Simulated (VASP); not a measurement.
Here is a VASP 6.6.1 calculation.

The input INCAR:

```
SYSTEM = CoO
PREC = Accurate
ENCUT = 520
EDIFF = 1E-6
ISMEAR = 0
SIGMA = 0.1
LREAL = .FALSE.
LASPH = .TRUE.
NELM = 150
ALGO = Normal
ISIF = 2
LWAVE = .FALSE.
LCHARG = .FALSE.
ISPIN = 2
MAGMOM = 2.7 0.34
LORBIT = 11
LMAXMIX = 4
GGA = PE
NBANDS = 18
```

Contents of KPOINTS:

```
Automatic mesh
0
G
  18 18 18
  0 0 0
```

The input POSCAR:

```
CoO
1.0
    1.5203168377      0.8777553356      2.1610583101
   -1.5203168377      0.8777553356      2.1610583101
    0.0000000000     -1.7555106710      2.1610583101
Co O
1 1
Direct
    0.0000000000      0.0000000000      0.0000000000
    0.5000000000      0.5000000000      0.5000000000
```

Potentials or basis: VASP PAW PBE potentials, release 64 (Co, O).

Run with:

```console
$ cat potpaw_PBE.64/Co/POTCAR potpaw_PBE.64/O/POTCAR > POTCAR
$ mpirun -np 1 vasp_std > vasp.out
```

(1) Estimate the site moments.

(2) Predict the net moment.

(3) What does it give for the pressure?

Answers

(1) Co +2.24; O +0.21 μB.

(2) 2.48 μB per cell.

(3) 16.1 GPa.

Caveat: the cell stands under pressure; a cell with one magnetic atom can't hold antiferromagnetic order, which such compounds often take.
